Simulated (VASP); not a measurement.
# Hg (Pm-3m) in VASP: notebook

The runs below take Hg through single point, relaxation of cell and atoms, with LDA.

All numbers are computed with VASP 6.6.1; they aren't measurements. Logs are shortened: lines on timing, memory, paths and dates and some standing lists are left out, and cuts for length are marked.

### 1 The cell of the first run

It takes space group Pm-3m (No. 221, cubic). Conventional cell: a = 2.780 Å, b = 2.780 Å, c = 2.780 Å, α = 90.00°, β = 90.00°, γ = 90.00°. Within 3.7 Å of Hg (site symmetry m-3m) lie 6 Hg at 2.78 Å.

### 2 Single point, LDA

The input, INCAR:

```
  ALGO = Normal
  EDIFF = 1E-6
  ENCUT = 550
  GGA_COMPAT = False
  ISIF = 2
  ISMEAR = -1
  LASPH = True
  LCHARG = False
  LREAL = False
  LWAVE = False
  NBANDS = 16
  NELM = 120
  PREC = Accurate
  SIGMA = 0.1
```

The input, KPOINTS:

```
k-points
0
Gamma
  14 14 14
```

The input, POSCAR:

```
Hg
1.0
    2.7804135862      0.0000000000      0.0000000000
    0.0000000000      2.7804135862      0.0000000000
    0.0000000000      0.0000000000      2.7804135862
Hg
1
Direct
    0.0000000000      0.0000000000      0.0000000000
```

Potentials or basis: VASP PAW LDA potentials, release 64 (Hg_sv_GW).

The run is started by

```sh
> cat potpaw_LDA.64/Hg_sv_GW/POTCAR > POTCAR
> mpirun -np 1 vasp_std > vasp.out
```

OUTCAR:

```text
EDIFF = 1E-6
   ENCUT = 550
   ISIF = 2
   ISMEAR = -1
   LASPH = True
   LREAL = False
   NELM = 120
   PREC = Accurate

 ion  position               nearest neighbor table
   1  0.000  0.000  0.000-

  LATTYP: Found a simple cubic cell.
 ALAT       =     2.7804135862

  Lattice vectors:

 A1 = (   2.7804135862,   0.0000000000,   0.0000000000)
 A2 = (   0.0000000000,   2.7804135862,   0.0000000000)
 A3 = (   0.0000000000,   0.0000000000,   2.7804135862)

Analysis of symmetry for initial positions (statically):
=====================================================================
 Subroutine PRICEL returns:
 Original cell was already a primitive cell.

 Routine SETGRP: Setting up the symmetry group for a
 simple cubic supercell.

 Subroutine GETGRP returns: Found 48 space group operations
 (whereof 48 operations were pure point group operations)
 out of a pool of 48 trial point group operations.

The static configuration has the point symmetry O_h .

Analysis of symmetry for dynamics (positions and initial velocities):
=====================================================================
 Subroutine PRICEL returns:
 Original cell was already a primitive cell.

 Routine SETGRP: Setting up the symmetry group for a
 simple cubic supercell.

 Subroutine GETGRP returns: Found 48 space group operations
 (whereof 48 operations were pure point group operations)
 out of a pool of 48 trial point group operations.

The dynamic configuration has the point symmetry O_h .

 Subroutine INISYM returns: Found 48 space group operations
 (whereof 48 operations are pure point group operations),
 and found     1 'primitive' translations

----------------------------------------------------------------------------------------

                                     Primitive cell

  volume of cell :      21.4945

  direct lattice vectors                    reciprocal lattice vectors
     2.780413586  0.000000000  0.000000000     0.359658723  0.000000000  0.000000000
     0.000000000  2.780413586  0.000000000     0.000000000  0.359658723  0.000000000
     0.000000000  0.000000000  2.780413586     0.000000000  0.000000000  0.359658723

  length of vectors
     2.780413586  2.780413586  2.780413586     0.359658723  0.359658723  0.359658723

  position of ions in fractional coordinates (direct lattice)
     0.000000000  0.000000000  0.000000000

  ion indices of the primitive-cell ions
   primitive index   ion index
                 1           1

----------------------------------------------------------------------------------------

 KPOINTS: k-points

Automatic generation of k-mesh.
 Grid dimensions read from file:
 generate k-points for:   14   14   14

 Generating k-lattice:

  Cartesian coordinates                     Fractional coordinates (reciprocal lattice)
     0.025689909  0.000000000  0.000000000     0.071428571  0.000000000  0.000000000
     0.000000000  0.025689909  0.000000000     0.000000000  0.071428571  0.000000000
     0.000000000  0.000000000  0.025689909     0.000000000  0.000000000  0.071428571

  Length of vectors
     0.025689909  0.025689909  0.025689909

  Shift w.r.t. Gamma in fractional coordinates (k-lattice)
     0.000000000  0.000000000  0.000000000

 Subroutine IBZKPT returns following result:
 ===========================================

 Found    120 irreducible k-points:

 Following reciprocal coordinates:
            Coordinates               Weight
  0.000000  0.000000  0.000000      1.000000
  0.071429  0.000000  0.000000      6.000000
  0.142857  0.000000  0.000000      6.000000
  0.214286  0.000000  0.000000      6.000000
  0.285714  0.000000  0.000000      6.000000
  0.357143  0.000000  0.000000      6.000000
[... 16 lines left out ...]
  0.285714  0.214286  0.000000     24.000000
  0.357143  0.214286  0.000000     24.000000
 [... further k-points ...]
   k-points           NKPTS =    120   k-points in BZ     NKDIM =    120   number of bands    NBANDS=     16
   number of dos      NEDOS =    301   number of ions     NIONS =      1
   total plane-waves  NPLWV =  13824
   dimension x,y,z NGX =    24 NGY =   24 NGZ =   24
   dimension x,y,z NGXF=    48 NGYF=   48 NGZF=   48
   ions per type =               1
   NGX,Y,Z   is equivalent  to a cutoff of  14.35, 14.35, 14.35 a.u.
   NGXF,Y,Z  is equivalent  to a cutoff of  28.70, 28.70, 28.70 a.u.
 SYSTEM =  unknown system
   PREC   = accura    normal or accurate (medium, high low for compatibility)
   ISTART =      0    job   : 0-new  1-cont  2-samecut
   ICHARG =      2    charge: 1-file 2-atom 10-const
   ISPIN  =      1    spin polarized calculation?
   LNONCOLLINEAR =      F non collinear calculations
   LSORBIT =      F    spin-orbit coupling
   LASPH  =      T    aspherical Exc in radial PAW
   ENCUT  =  550.0 eV  40.42 Ry    6.36 a.u.   5.32  5.32  5.32*2*pi/ulx,y,z
   NELM   =    120;   NELMIN=  2; NELMDL= -5     # of ELM steps
   EDIFF  = 0.1E-05   stopping-criterion for ELM
   LREAL  =      F    real-space projection
   EDIFFG = 0.1E-04   stopping-criterion for IOM
   NSW    =      0    number of steps for IOM
   IBRION =     -1    ionic relax: 0-MD 1-quasi-New 2-CG
   NFREE  =      0    steps in history (QN), initial steepest desc. (CG)
   ISIF   =      2    stress and relaxation
   ISYM   =      2    0-nonsym 1-usesym 2-fastsym
   POTIM  = 0.5000    time-step for ionic-motion
   TEBEG  =    0.0;   TEEND  =   0.0 temperature during run
   PSTRESS=    0.0 pullay stress
   NELECT =      20.0000    total number of electrons
   NUPDOWN=      -1.0000    fix difference up-down
   EMIN   =  10.00;   EMAX   =-10.00  energy-range for DOS
   EFERMI =   0.00;   METHOD = LEGACY
   ISMEAR =    -1;   SIGMA  =   0.10  broadening in eV -4-tet -1-fermi 0-gaus
   EFERMI_NEDOS =   21; number of points for ismear=-14 and -15
   IALGO  =     38    algorithm
   IMIX   =      4    mixing-type and parameters
     AMIX     =   0.40;   BMIX     =  1.00
     AMIX_MAG =   1.60;   BMIX_MAG =  1.00
  volume/ion in A,a.u.               =      21.49       145.05
  Fermi-wavevector in a.u.,A,eV,Ry     =   1.598240  3.020236 34.754344  2.554372
  Thomas-Fermi vector in A             =   2.695721
   LORBIT       =      0    0 simple, 1 ext, 2 COOP (PROOUT), +10 PAW based schemes
   GGA     = CA    functional components
   LHFCALC =     F    Hartree Fock is set to
   AEXX    =    0.0000 exact exchange contribution
   IVDW    =     0    specifies the selected vdW correction
   LEPSILON=     F    determine dielectric tensor
   LRPA    =     F    only Hartree local field effects (RPA)
 non-spin polarized calculation
  energy-cutoff  :      550.00
  volume of cell :       21.49
 maximum number of plane-waves:       651
 NGX is ok and might be reduce to    24
   NGX = 11   NGY = 11   NGZ = 11

 number of electron      20.0000006 magnetization

 Free energy of the ion-electron system (eV)
  ---------------------------------------------------
  ext. energy  EPLUGINS =         0.00000000
  ---------------------------------------------------
  free energy    TOTEN  =        -0.89747431 eV

  energy without entropy =       -0.88755151  energy(sigma->0) =       -0.89251291

 E-fermi :   6.9857     XC(G=0): -12.1715

 val. band max:        6.9732308147   @ k =   0.5000   0.4286   0.0000
 cond. band min:       7.0279178451   @ k =   0.5000   0.2143   0.2143
 fundamental gap:      0.0546870303
 Fermi energy:         6.9857143769

 k-point     1 :       0.0000    0.0000    0.0000
  band No.  band energies     occupation
      1    -108.0758      2.00000
      2     -56.6319      2.00000
      3     -56.6319      2.00000
      4     -56.6319      2.00000
      5      -3.2591      2.00000
      6      -2.3500      2.00000
[... 8 lines left out ...]
     15      24.5195      0.00000
     16      24.5195      0.00000

 k-point     2 :       0.0714    0.0000    0.0000
  band No.  band energies     occupation
      1    -108.0756      2.00000
      2     -56.6382      2.00000
      3     -56.6314      2.00000
      4     -56.6314      2.00000
      5      -3.1448      2.00000
      6      -2.3362      2.00000
[... 8 lines left out ...]
     15      24.2831      0.00000
     16      25.2251      0.00000

 k-point     3 :       0.1429    0.0000    0.0000
  band No.  band energies     occupation
      1    -108.0749      2.00000
      2     -56.6561      2.00000
      3     -56.6301      2.00000
      4     -56.6301      2.00000
      5      -2.8676      2.00000
      6      -2.2973      2.00000
[... 8 lines left out ...]
     15      23.6794      0.00000
     16      27.3309      0.00000

 k-point     4 :       0.2143    0.0000    0.0000
  band No.  band energies     occupation
      1    -108.0740      2.00000
      2     -56.6819      2.00000
      3     -56.6283      2.00000
      4     -56.6283      2.00000
      5      -2.5794      2.00000
      6      -2.2404      2.00000
[... 8 lines left out ...]
     15      23.4072      0.00000
     16      29.9871      0.00000

 k-point     5 :       0.2857    0.0000    0.0000
  band No.  band energies     occupation
      1    -108.0729      2.00000
      2     -56.7101      2.00000
      3     -56.6261      2.00000
      4     -56.6261      2.00000
      5      -2.3433      2.00000
      6      -2.1763      2.00000
[... 8 lines left out ...]
     15      23.3043      0.00000
     16      30.3165      0.00000

 k-point     6 :       0.3571    0.0000    0.0000
  band No.  band energies     occupation
      1    -108.0720      2.00000
      2     -56.7356      2.00000
      3     -56.6241      2.00000
      4     -56.6241      2.00000
      5      -2.1563      2.00000
      6      -2.1177      2.00000
[... 8 lines left out ...]
     15      23.0772      0.00000
     16      29.4600      0.00000

 k-point     7 :       0.4286    0.0000    0.0000
  band No.  band energies     occupation
      1    -108.0713      2.00000
      2     -56.7531      2.00000
      3     -56.6228      2.00000
      4     -56.6228      2.00000
      5      -2.0766      2.00000
      6      -2.0311      2.00000
[... 8 lines left out ...]
     15      22.8281      0.00000
     16      28.5857      0.00000

 k-point     8 :       0.5000    0.0000    0.0000
  band No.  band energies     occupation
      1    -108.0711      2.00000
      2     -56.7595      2.00000
      3     -56.6224      2.00000
      4     -56.6224      2.00000
      5      -2.0619      2.00000
      6      -1.9867      2.00000
[... 8 lines left out ...]
     15      22.7187      0.00000
     16      28.1944      0.00000

 k-point     9 :       0.0714    0.0714    0.0000
  band No.  band energies     occupation
      1    -108.0753      2.00000
      2     -56.6380      2.00000
      3     -56.6376      2.00000
      4     -56.6309      2.00000
      5      -3.0275      2.00000
      6      -2.2827      2.00000
[... 8 lines left out ...]
     15      24.7671      0.00000
     16      25.2412      0.00000
[... 172 lines left out ...]
 k-point    19 :       0.3571    0.1429    0.0000
  band No.  band energies     occupation
      1    -108.0711      2.00000
      2     -56.7335      2.00000
      3     -56.6481      2.00000
      4     -56.6223      2.00000
      5      -2.0605      2.00000
      6      -1.5521      2.00000
[... 8 lines left out ...]
     15      23.5906      0.00000
     16      28.8797      0.00000

 k-point    20 :       0.4286    0.1429    0.0000
  band No.  band energies     occupation
      1    -108.0704      2.00000
      2     -56.7510      2.00000
      3     -56.6467      2.00000
      4     -56.6210      2.00000
      5      -1.9930      2.00000
      6      -1.4463      2.00000
[... 8 lines left out ...]
     15      23.1252      0.00000
     16      28.4328      0.00000

 k-point    21 :       0.5000    0.1429    0.0000
  band No.  band energies     occupation
      1    -108.0702      2.00000
      2     -56.7573      2.00000
      3     -56.6462      2.00000
      4     -56.6205      2.00000
      5      -1.9701      2.00000
      6      -1.4027      2.00000
[... 8 lines left out ...]
     15      23.5651      0.00000
     16      27.9527      0.00000

 k-point    22 :       0.2143    0.2143    0.0000
  band No.  band energies     occupation
      1    -108.0721      2.00000
      2     -56.6783      2.00000
      3     -56.6772      2.00000
      4     -56.6246      2.00000
      5      -2.1891      2.00000
      6      -1.2056      2.00000
[... 8 lines left out ...]
     15      25.5512      0.00000
     16      28.7314      0.00000

 k-point    23 :       0.2857    0.2143    0.0000
  band No.  band energies     occupation
      1    -108.0711      2.00000
      2     -56.7060      2.00000
      3     -56.6753      2.00000
      4     -56.6223      2.00000
      5      -2.0781      2.00000
      6      -1.0876      2.00000
[... 8 lines left out ...]
     15      24.3229      0.00000
     16      28.3365      0.00000

 k-point    24 :       0.3571    0.2143    0.0000
  band No.  band energies     occupation
      1    -108.0702      2.00000
      2     -56.7313      2.00000
      3     -56.6733      2.00000
      4     -56.6204      2.00000
      5      -1.9831      2.00000
      6      -1.0530      2.00000
[... 8 lines left out ...]
     15      23.3928      0.00000
     16      28.0711      0.00000

 [... further k-points ...]

------------------------ aborting loop because EDIFF is reached ----------------------------------------

  FORCE on cell =-STRESS in cart. coord.  units (eV):
  Direction    XX          YY          ZZ          XY          YZ          ZX
  --------------------------------------------------------------------------------------
  -------------------------------------------------------------------------------------
  Total        1.2960711      1.2960711      1.2960711      0.0000000      0.0000000     -0.0000000
  in kB       96.6075764     96.6075764     96.6075764      0.0000000      0.0000000     -0.0000000
  external PRESSURE =      96.6075764 kB  Pullay stress =       0.0000000 kB

 VOLUME and BASIS-vectors are now :
 -----------------------------------------------------------------------------
  energy-cutoff  :      550.00
  volume of cell :       21.49
      direct lattice vectors                 reciprocal lattice vectors
     2.780413586  0.000000000  0.000000000     0.359658723  0.000000000  0.000000000
     0.000000000  2.780413586  0.000000000     0.000000000  0.359658723  0.000000000
     0.000000000  0.000000000  2.780413586     0.000000000  0.000000000  0.359658723

 POSITION                                       TOTAL-FORCE (eV/Angst)
 -----------------------------------------------------------------------------------
      0.00000      0.00000      0.00000         0.000000      0.000000      0.000000
 -----------------------------------------------------------------------------------
    total drift:                                0.000000     -0.000000     -0.000000

  FREE ENERGIE OF THE ION-ELECTRON SYSTEM (eV)
  ---------------------------------------------------
  free  energy   TOTEN  =        -0.8974743143 eV

  energy  without entropy=       -0.8875515146  energy(sigma->0) =       -0.89251291
```

Run time: 24 s. Hardware: 1 thread of AMD EPYC 7R13 (Zen 3), shared host; peak memory 0.15 GiB.

What came out:

```yaml
Free_energy: -0.8975 eV
Pressure: 9.7 GPa
Band_gap_on_the_k_mesh: zero (bands 10 and 11 overlap by 7.55 eV)
```

Caveat: the cell stands under pressure; spin-orbit coupling is left out, which moves the levels of the heavy elements.

### 3 Relaxation of cell and atoms, LDA, target pressure 9.5 GPa, at which the enthalpy is minimised

This run uses another cell than the first one, of 21.12 Å³/atom.

The input, INCAR:

```
SYSTEM = Hg
  PREC = Accurate
  ENCUT = 550
  EDIFF = 1E-7
  ISMEAR = -1
  SIGMA = 0.1
  LREAL = .False.
  LASPH = .True.
  NELM = 120
  ALGO = Normal
  ISIF = 3
  LWAVE = .False.
  LCHARG = .False.
  GGA = CA
  IBRION = 2
  NSW = 60
  EDIFFG = -0.005
  PSTRESS = 95.0
  GGA_COMPAT = .False.
  NELMIN = 4
```

The input, KPOINTS:

```
Automatic mesh
0
Gamma
  14 14 14
  0 0 0
```

The input, POSCAR:

```
Hg
1.0
    2.7640163979      0.0000000000      0.0000000000
    0.0000000000      2.7640163979      0.0000000000
    0.0000000000      0.0000000000      2.7640163979
Hg
1
Direct
    0.0000000000      0.0000000000      0.0000000000
```

Potentials or basis: VASP PAW LDA potentials, release 64 (Hg_sv_GW).

The run is started by

```sh
> cat potpaw_LDA.64/Hg_sv_GW/POTCAR > POTCAR
> mpirun -np 1 vasp_std > vasp.out
```

Wall time 53 s (1 thread of Intel Xeon Platinum 8259CL at 2.50GHz (Skylake/Cascade Lake), shared host); peak memory 0.17 GiB.

The run converged. Its results:

```yaml
Free_energy: -0.8975 eV
Relaxed_volume: 21.51 Å³/atom
Relaxed_cell: a = 2.781 Å, b = 2.781 Å, c = 2.781 Å, α = 90.00°, β = 90.00°, γ = 90.00°
Space_group_after_relaxing_to_0.1_Å: Pm-3m (No. 221)
Energy_change_on_relaxing_the_run_minimises_the_enthalpy: -26.4 meV/atom
Ionic_steps: 3
Pressure_after_relaxing: 9.5 GPa
Band_gap_on_the_k_mesh: zero (bands 10 and 11 overlap by 7.55 eV)
```

Step by step:
| step | energy change (eV) | largest force (eV/Å) | pressure (GPa) | volume (Å³) |
| --- | --- | --- | --- | --- |
| 1 | 0.0000 | 0.0000 | 11.77 | 21.12 |
| 2 | -0.0531 | 0.0000 | 6.76 | 22.04 |
| 3 | -0.0264 | 0.0000 | 9.48 | 21.51 |

Final structure:
```
Hg
1.0
     2.78128    0.00000    0.00000
     0.00000    2.78128    0.00000
     0.00000    0.00000    2.78128
Hg
1
Direct
  0.00000 0.00000 0.00000
```

Levels at points of the mesh, in eV from the Fermi level:
```
           k point  band 8  band 9  band 10  band 11  band 12  band 13
(0.00, 0.00, 0.00)   -6.07   -6.07    -6.07    10.90    10.90    10.90
(0.50, 0.00, 0.00)   -7.13   -5.97    -2.85    -2.32    14.08    15.64
(0.50, 0.50, 0.00)   -6.95   -5.16     1.09     1.09     2.08     8.12
(0.50, 0.50, 0.50)   -5.09   -5.09     5.23     5.23     5.23     7.49
```

Caveat: the cell is relaxed towards a set pressure, so the run minimises the enthalpy, not the energy; spin-orbit coupling is left out, which moves the levels of the heavy elements.

The gap in the log of VASP goes by the Fermi energy; the results here count the filled bands.